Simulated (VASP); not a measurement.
# MnSb (P6_3/mmc) in VASP: notebook

MnSb is run at these levels: PBE; tasks: single point.

Everything below comes from runs of VASP 6.6.1. Logs are shortened: lines on timing, memory, paths and dates and some standing lists are left out, and cuts for length are marked.

## Step 1: The cell of the first run

The structure is hexagonal, space group P6_3/mmc (No. 194). The conventional cell has a = 4.099 Å, b = 4.099 Å, c = 5.594 Å, α = 90.00°, β = 90.00°, γ = 120.00°. Mn (site symmetry -3m) has 6 Sb at 2.75 Å and 2 Mn at 2.80 Å within 3.6 Å. Sb (site symmetry -6m2) has 6 Mn at 2.75 Å within 3.6 Å.

## Step 2: Single point, PBE, collinear spin, ferromagnetic start

INCAR

```
PREC = Accurate ; ENCUT = 520
EDIFF = 1E-7 ; ISMEAR = 0
SIGMA = 0.05 ; LREAL = F
LASPH = T ; NELM = 150
ALGO = Normal ; ISIF = 2
LWAVE = F ; LCHARG = T
ISPIN = 2 ; MAGMOM = 0.5 0.5 0 0
LORBIT = 11 ; LMAXMIX = 4
GGA = PE ; LELF = T
LVHAR = T ; NBANDS = 30
```

KPOINTS

```
Automatic mesh
0
Gamma
  10 10 6
```

POSCAR

```
MnSb
1.0
    4.0985077301      0.0000000000      0.0000000000
   -2.0492538651      3.5494118119      0.0000000000
    0.0000000000      0.0000000000      5.5935366968
Mn Sb
2 2
Direct
    0.0000000000      0.0000000000      0.0000000000
    0.0000000000      0.0000000000      0.5000000000
    0.3333333333      0.6666666667      0.2500000000
    0.6666666667      0.3333333333      0.7500000000
```

Potentials or basis: VASP PAW PBE potentials, release 64 (Mn_pv, Sb).

On the command line:

```bash
> cat potpaw_PBE.64/Mn_pv/POTCAR potpaw_PBE.64/Sb/POTCAR > POTCAR
> mpirun -np 1 vasp_std > vasp.out
```

OUTCAR:

```text
PREC = Accurate
   ENCUT = 520
   EDIFF = 1E-7
   ISMEAR = 0
   LREAL = F
   LASPH = T
   NELM = 150
   ISIF = 2
   ISPIN = 2
   LORBIT = 11
   GGA = PE

 ion  position               nearest neighbor table
   1  0.000  0.000  0.000-   3 2.75   4 2.75   4 2.75   3 2.75   4 2.75   3 2.75   2 2.80   2 2.80

   2  0.000  0.000  0.500-   3 2.75   4 2.75   4 2.75   3 2.75   4 2.75   3 2.75   1 2.80   1 2.80

   3  0.333  0.667  0.250-   1 2.75   2 2.75   1 2.75   2 2.75   1 2.75   2 2.75   4 3.66   4 3.66
                             4 3.66   4 3.66   4 3.66   4 3.66
   4  0.667  0.333  0.750-   1 2.75   2 2.75   1 2.75   2 2.75   1 2.75   2 2.75   3 3.66   3 3.66
                             3 3.66   3 3.66   3 3.66   3 3.66

  LATTYP: Found a hexagonal cell.
 ALAT       =     4.0985077301
 C/A-ratio  =     1.3647739775

  Lattice vectors:

 A1 = (   4.0985077301,   0.0000000000,   0.0000000000)
 A2 = (  -2.0492538651,   3.5494118119,   0.0000000000)
 A3 = (   0.0000000000,   0.0000000000,   5.5935366968)

Analysis of symmetry for initial positions (statically):
=====================================================================
 Subroutine PRICEL returns:
 Original cell was already a primitive cell.

 Routine SETGRP: Setting up the symmetry group for a
 hexagonal supercell.

 Subroutine GETGRP returns: Found 24 space group operations
 (whereof 12 operations were pure point group operations)
 out of a pool of 24 trial point group operations.

The static configuration has the point symmetry D_3d.
 The point group associated with its full space group is D_6h.

Analysis of symmetry for dynamics (positions and initial velocities):
=====================================================================
 Subroutine PRICEL returns:
 Original cell was already a primitive cell.

 Routine SETGRP: Setting up the symmetry group for a
 hexagonal supercell.

 Subroutine GETGRP returns: Found 24 space group operations
 (whereof 12 operations were pure point group operations)
 out of a pool of 24 trial point group operations.

The dynamic configuration has the point symmetry D_3d.
 The point group associated with its full space group is D_6h.

Analysis of structural, dynamic, and magnetic symmetry:
=====================================================================
 Subroutine PRICEL returns:
 Original cell was already a primitive cell.

 Routine SETGRP: Setting up the symmetry group for a
 hexagonal supercell.

 Subroutine GETGRP returns: Found 24 space group operations
 (whereof 12 operations were pure point group operations)
 out of a pool of 24 trial point group operations.

The overall configuration has the point symmetry D_3d.
 The point group associated with its full space group is D_6h.

 Subroutine INISYM returns: Found 24 space group operations
 (whereof 12 operations are pure point group operations),
 and found     1 'primitive' translations

----------------------------------------------------------------------------------------

                                     Primitive cell

  volume of cell :      81.3708

  direct lattice vectors                    reciprocal lattice vectors
     4.098507730  0.000000000  0.000000000     0.243991244  0.140868410  0.000000000
    -2.049253865  3.549411812  0.000000000     0.000000000  0.281736821  0.000000000
     0.000000000  0.000000000  5.593536697     0.000000000  0.000000000  0.178777767

  length of vectors
     4.098507730  4.098507730  5.593536697     0.281736821  0.281736821  0.178777767

  position of ions in fractional coordinates (direct lattice)
     0.000000000  0.000000000  0.000000000
     0.000000000  0.000000000  0.500000000
     0.333333333  0.666666667  0.250000000
     0.666666667  0.333333333  0.750000000

  ion indices of the primitive-cell ions
   primitive index   ion index
                 1           1
                 2           2
                 3           3
                 4           4

----------------------------------------------------------------------------------------

 KPOINTS: Automatic mesh

Automatic generation of k-mesh.
 Grid dimensions read from file:
 generate k-points for:   10   10    6

 Generating k-lattice:

  Cartesian coordinates                     Fractional coordinates (reciprocal lattice)
     0.024399124  0.014086841  0.000000000     0.100000000 -0.000000000  0.000000000
     0.000000000  0.028173682  0.000000000     0.000000000  0.100000000  0.000000000
     0.000000000  0.000000000  0.029796294     0.000000000  0.000000000  0.166666667

  Length of vectors
     0.028173682  0.028173682  0.029796294

  Shift w.r.t. Gamma in fractional coordinates (k-lattice)
     0.000000000  0.000000000  0.000000000

 Subroutine IBZKPT returns following result:
 ===========================================

 Found     56 irreducible k-points:

 Following reciprocal coordinates:
            Coordinates               Weight
  0.000000  0.000000  0.000000      1.000000
  0.100000  0.000000  0.000000      6.000000
  0.200000  0.000000  0.000000      6.000000
  0.300000  0.000000  0.000000      6.000000
  0.400000  0.000000  0.000000      6.000000
  0.500000  0.000000  0.000000      3.000000
[... 16 lines left out ...]
  0.300000  0.100000  0.166667     24.000000
  0.400000  0.100000  0.166667     24.000000
 [... further k-points ...]
   k-points           NKPTS =     56   k-points in BZ     NKDIM =     56   number of bands    NBANDS=     30
   number of dos      NEDOS =    301   number of ions     NIONS =      4
   total plane-waves  NPLWV =  37800
   dimension x,y,z NGX =    30 NGY =   30 NGZ =   42
   dimension x,y,z NGXF=    60 NGYF=   60 NGZF=   84
   ions per type =               2   2
   NGX,Y,Z   is equivalent  to a cutoff of  12.17, 12.17, 12.48 a.u.
   NGXF,Y,Z  is equivalent  to a cutoff of  24.34, 24.34, 24.97 a.u.
 SYSTEM =  unknown system
   PREC   = accura    normal or accurate (medium, high low for compatibility)
   ISTART =      0    job   : 0-new  1-cont  2-samecut
   ICHARG =      2    charge: 1-file 2-atom 10-const
   ISPIN  =      2    spin polarized calculation?
   LNONCOLLINEAR =      F non collinear calculations
   LSORBIT =      F    spin-orbit coupling
   LASPH  =      T    aspherical Exc in radial PAW
   ENCUT  =  520.0 eV  38.22 Ry    6.18 a.u.   7.62  7.62 10.40*2*pi/ulx,y,z
   NELM   =    150;   NELMIN=  2; NELMDL= -5     # of ELM steps
   EDIFF  = 0.1E-06   stopping-criterion for ELM
   LREAL  =      F    real-space projection
   EDIFFG = 0.1E-05   stopping-criterion for IOM
   NSW    =      0    number of steps for IOM
   IBRION =     -1    ionic relax: 0-MD 1-quasi-New 2-CG
   NFREE  =      0    steps in history (QN), initial steepest desc. (CG)
   ISIF   =      2    stress and relaxation
   ISYM   =      2    0-nonsym 1-usesym 2-fastsym
   POTIM  = 0.5000    time-step for ionic-motion
   TEBEG  =    0.0;   TEEND  =   0.0 temperature during run
   PSTRESS=    0.0 pullay stress
   NELECT =      36.0000    total number of electrons
   NUPDOWN=      -1.0000    fix difference up-down
   EMIN   =  10.00;   EMAX   =-10.00  energy-range for DOS
   EFERMI =   0.00;   METHOD = LEGACY
   ISMEAR =     0;   SIGMA  =   0.05  broadening in eV -4-tet -1-fermi 0-gaus
   EFERMI_NEDOS =   21; number of points for ismear=-14 and -15
   IALGO  =     38    algorithm
   IMIX   =      4    mixing-type and parameters
     AMIX     =   0.40;   BMIX     =  1.00
     AMIX_MAG =   1.60;   BMIX_MAG =  1.00
  volume/ion in A,a.u.               =      20.34       137.28
  Fermi-wavevector in a.u.,A,eV,Ry     =   1.247439  2.357319 21.172094  1.556105
  Thomas-Fermi vector in A             =   2.381571
   LORBIT       =     11    0 simple, 1 ext, 2 COOP (PROOUT), +10 PAW based schemes
   GGA     = PE    functional components
   LHFCALC =     F    Hartree Fock is set to
   AEXX    =    0.0000 exact exchange contribution
   IVDW    =     0    specifies the selected vdW correction
   LEPSILON=     F    determine dielectric tensor
   LRPA    =     F    only Hartree local field effects (RPA)
 spin polarized calculation
 Gauss-broadening in eV      SIGMA  =   0.05
  energy-cutoff  :      520.00
  volume of cell :       81.37
 maximum number of plane-waves:      2223
   NGX = 15   NGY = 15   NGZ = 21

 number of electron      36.0000036 magnetization       6.4121099

 Free energy of the ion-electron system (eV)
  ---------------------------------------------------
  ext. energy  EPLUGINS =         0.00000000
  ---------------------------------------------------
  free energy    TOTEN  =       -26.37709382 eV

  energy without entropy =      -26.37459330  energy(sigma->0) =      -26.37584356

 E-fermi :   8.3412     XC(G=0): -10.8833

 val. band max:        8.3211944417   @ k =   0.3000   0.2000   0.1667
 cond. band min:       8.3422743455   @ k =   0.4000   0.2000   0.1667
 fundamental gap:      0.0210799038
 Fermi energy:         8.3412264356

 spin component 1

 k-point     1 :       0.0000    0.0000    0.0000
  band No.  band energies     occupation
      1     -41.5201      1.00000
      2     -41.5201      1.00000
      3     -41.5091      1.00000
      4     -41.5091      1.00000
      5     -41.2496      1.00000
      6     -41.1352      1.00000
[... 22 lines left out ...]
     29      15.7594      0.00000
     30      15.7594      0.00000

 k-point     2 :       0.1000    0.0000    0.0000
  band No.  band energies     occupation
      1     -41.5204      1.00000
      2     -41.5202      1.00000
      3     -41.5092      1.00000
      4     -41.5091      1.00000
      5     -41.2495      1.00000
      6     -41.1352      1.00000
[... 22 lines left out ...]
     29      14.9127      0.00000
     30      15.2597      0.00000

 k-point     3 :       0.2000    0.0000    0.0000
  band No.  band energies     occupation
      1     -41.5210      1.00000
      2     -41.5204      1.00000
      3     -41.5096      1.00000
      4     -41.5091      1.00000
      5     -41.2494      1.00000
      6     -41.1352      1.00000
[... 682 lines left out ...]
     29      15.9669      0.00000
     30      17.6391      0.00000

 k-point    24 :       0.4000    0.1000    0.1667
  band No.  band energies     occupation
      1     -41.5215      1.00000
      2     -41.5201      1.00000
      3     -41.5114      1.00000
      4     -41.5102      1.00000
      5     -41.2414      1.00000
      6     -41.1427      1.00000
[... 22 lines left out ...]
     29      17.5254      0.00000
     30      17.9330      0.00000

 [... further k-points ...]

 spin component 2

 k-point     1 :       0.0000    0.0000    0.0000
  band No.  band energies     occupation
      1     -38.0485      1.00000
      2     -38.0485      1.00000
      3     -38.0352      1.00000
      4     -38.0351      1.00000
      5     -37.9870      1.00000
      6     -37.8532      1.00000
[... 22 lines left out ...]
     29      16.6857      0.00000
     30      16.6857      0.00000

 k-point     2 :       0.1000    0.0000    0.0000
  band No.  band energies     occupation
      1     -38.0488      1.00000
      2     -38.0485      1.00000
      3     -38.0353      1.00000
      4     -38.0352      1.00000
      5     -37.9870      1.00000
      6     -37.8532      1.00000
[... 22 lines left out ...]
     29      15.7922      0.00000
     30      16.0802      0.00000

 k-point     3 :       0.2000    0.0000    0.0000
  band No.  band energies     occupation
      1     -38.0496      1.00000
      2     -38.0488      1.00000
      3     -38.0359      1.00000
      4     -38.0352      1.00000
      5     -37.9868      1.00000
      6     -37.8531      1.00000
[... 682 lines left out ...]
     29      16.3605      0.00000
     30      18.1469      0.00000

 k-point    24 :       0.4000    0.1000    0.1667
  band No.  band energies     occupation
      1     -38.0505      1.00000
      2     -38.0486      1.00000
      3     -38.0382      1.00000
      4     -38.0365      1.00000
      5     -37.9774      1.00000
      6     -37.8619      1.00000
[... 22 lines left out ...]
     29      17.7888      0.00000
     30      18.2786      0.00000

 [... further k-points ...]
[... 5 lines left out ...]
  --------------------------------------------------------------------------------------
  -------------------------------------------------------------------------------------
  Total       -0.0084547     -0.0084547     -0.0037022      0.0000000     -0.0000000      0.0000000
  in kB       -0.1664718     -0.1664718     -0.0728962      0.0000000     -0.0000000      0.0000000
  external PRESSURE =      -0.1352799 kB  Pullay stress =       0.0000000 kB

 VOLUME and BASIS-vectors are now :
 -----------------------------------------------------------------------------
  energy-cutoff  :      520.00
  volume of cell :       81.37
      direct lattice vectors                 reciprocal lattice vectors
     4.098507730  0.000000000  0.000000000     0.243991244  0.140868410  0.000000000
    -2.049253865  3.549411812  0.000000000     0.000000000  0.281736821  0.000000000
     0.000000000  0.000000000  5.593536697     0.000000000  0.000000000  0.178777767

 POSITION                                       TOTAL-FORCE (eV/Angst)
 -----------------------------------------------------------------------------------
      0.00000      0.00000      0.00000         0.000000      0.000000      0.000000
      0.00000      0.00000      2.79677         0.000000      0.000000      0.000000
     -0.00000      2.36627      1.39838        -0.000000      0.000000     -0.000000
      2.04925      1.18314      4.19515         0.000000     -0.000000     -0.000000
 -----------------------------------------------------------------------------------
    total drift:                               -0.000000     -0.000000      0.000000

  FREE ENERGIE OF THE ION-ELECTRON SYSTEM (eV)
  ---------------------------------------------------
  free  energy   TOTEN  =       -26.3770938237 eV

  energy  without entropy=      -26.3745932958  energy(sigma->0) =      -26.37584356

 total charge

# of ion       s       p       d       tot
------------------------------------------
    1        0.285   6.231   5.070  11.586
    2        0.285   6.231   5.070  11.586
    3        1.134   1.286   0.048   2.468
    4        1.134   1.286   0.048   2.468
--------------------------------------------------
tot          2.837  15.035  10.236  28.108

 magnetization (x)

# of ion       s       p       d       tot
------------------------------------------
    1        0.034   0.028   3.178   3.241
    2        0.034   0.028   3.178   3.241
    3        0.006  -0.133   0.007  -0.121
    4        0.006  -0.133   0.007  -0.121
--------------------------------------------------
tot          0.080  -0.211   6.370   6.239
```

It took 8.7 min on 1 thread of Oxide Virtual Turin-like, shared host; peak memory 0.32 GiB.

What came out:

- Free energy: -26.3771 eV
- Pressure: 0.0 GPa
- Net moment: 6.41 μB per cell
- Site moments: Mn +3.24; Sb -0.12 μB
- Valence electrons inside the program's atomic spheres: Mn 11.59; Sb 2.47

Levels at points of the mesh, in eV from the Fermi level:
Spin up:
```csv
k point,band 18,band 19,band 20,band 21,band 22,band 23,band 24,band 25
"(0.00, 0.00, 0.00)",-1.72,-0.19,0.47,0.47,2.42,2.42,2.91,2.99
"(0.50, 0.00, 0.00)",-2.29,-1.89,-1.75,-1.73,-0.64,0.99,3.40,3.59
"(0.00, 0.00, 0.50)",-2.52,-0.36,-0.36,1.87,1.87,1.87,1.87,4.81
"(0.50, 0.00, 0.50)",-2.26,-2.13,-2.13,0.18,0.18,1.38,1.38,4.32
```
Spin down:
| k point | band 11 | band 12 | band 13 | band 14 | band 15 | band 16 | band 17 | band 18 | band 19 | band 20 |
| --- | --- | --- | --- | --- | --- | --- | --- | --- | --- | --- |
| (0.00, 0.00, 0.00) | -2.70 | -1.13 | -0.18 | -0.18 | 0.20 | 0.20 | 0.57 | 0.57 | 1.47 | 1.47 |
| (0.50, 0.00, 0.00) | -2.90 | -2.49 | -2.34 | -2.19 | -1.27 | 0.35 | 0.58 | 0.68 | 0.85 | 1.37 |
| (0.00, 0.00, 0.50) | -1.81 | -1.81 | -1.81 | -1.81 | 0.42 | 0.42 | 0.42 | 0.42 | 0.83 | 0.83 |
| (0.50, 0.00, 0.50) | -2.20 | -2.20 | -1.64 | -1.64 | 0.24 | 0.24 | 0.75 | 0.75 | 0.77 | 0.77 |

Caveat: spin-orbit coupling is left out, which moves the levels of the heavy elements; only a ferromagnetic start was run, and an antiferromagnetic order may lie lower in energy.

## Step 3: Single point, PBE, collinear spin, ferromagnetic start

INCAR

```
SYSTEM = MnSb
PREC = Accurate
ENCUT = 520
EDIFF = 1E-7
ISMEAR = 0
SIGMA = 0.05
LREAL = .False.
LASPH = .True.
NELM = 150
ALGO = Normal
ISIF = 2
LWAVE = .False.
LCHARG = .False.
ISPIN = 2
MAGMOM = 3.58 3.58 0 0
LORBIT = 11
LMAXMIX = 4
GGA = PE
NBANDS = 30
```

KPOINTS

```
regular mesh
0
Gamma
  10 10 6
  0 0 0
```

POSCAR is that of step 2.

Potentials or basis: VASP PAW PBE potentials, release 64 (Mn_pv, Sb).

On the command line:

```bash
> cat potpaw_PBE.64/Mn_pv/POTCAR potpaw_PBE.64/Sb/POTCAR > POTCAR
> mpirun -np 1 vasp_std > vasp.out
```

Wall time 4.7 min (1 thread of Oxide Virtual Turin-like, shared host); peak memory 0.31 GiB.

The run converged. Its results:

| Quantity | Value |
| --- | --- |
| Free energy | -26.3771 eV |
| Pressure | 0.0 GPa |
| Net moment | 6.41 μB per cell |
| Site moments | Mn +3.24; Sb -0.12 μB |
| Valence electrons inside the program's atomic spheres | Mn 11.59; Sb 2.47 |

Levels at points of the mesh, in eV from the Fermi level:
Spin up:
| k point | band 19 | band 20 | band 21 | band 22 | band 23 | band 24 |
| --- | --- | --- | --- | --- | --- | --- |
| (0.00, 0.00, 0.00) | -0.19 | 0.47 | 0.47 | 2.42 | 2.42 | 2.91 |
| (0.50, 0.00, 0.00) | -1.89 | -1.75 | -1.73 | -0.64 | 0.99 | 3.40 |
| (0.00, 0.00, 0.50) | -0.36 | -0.36 | 1.87 | 1.87 | 1.87 | 1.87 |
| (0.50, 0.00, 0.50) | -2.13 | -2.13 | 0.18 | 0.18 | 1.38 | 1.38 |
Spin down:
| k point | band 11 | band 12 | band 13 | band 14 | band 15 | band 16 | band 17 | band 18 | band 19 | band 20 |
| --- | --- | --- | --- | --- | --- | --- | --- | --- | --- | --- |
| (0.00, 0.00, 0.00) | -2.70 | -1.13 | -0.18 | -0.18 | 0.20 | 0.20 | 0.57 | 0.57 | 1.47 | 1.47 |
| (0.50, 0.00, 0.00) | -2.90 | -2.49 | -2.34 | -2.19 | -1.27 | 0.35 | 0.58 | 0.68 | 0.85 | 1.37 |
| (0.00, 0.00, 0.50) | -1.81 | -1.81 | -1.81 | -1.81 | 0.42 | 0.42 | 0.42 | 0.42 | 0.83 | 0.83 |
| (0.50, 0.00, 0.50) | -2.20 | -2.20 | -1.64 | -1.64 | 0.24 | 0.24 | 0.75 | 0.75 | 0.77 | 0.77 |

Caveat: spin-orbit coupling is left out, which moves the levels of the heavy elements; only a ferromagnetic start was run, and an antiferromagnetic order may lie lower in energy.
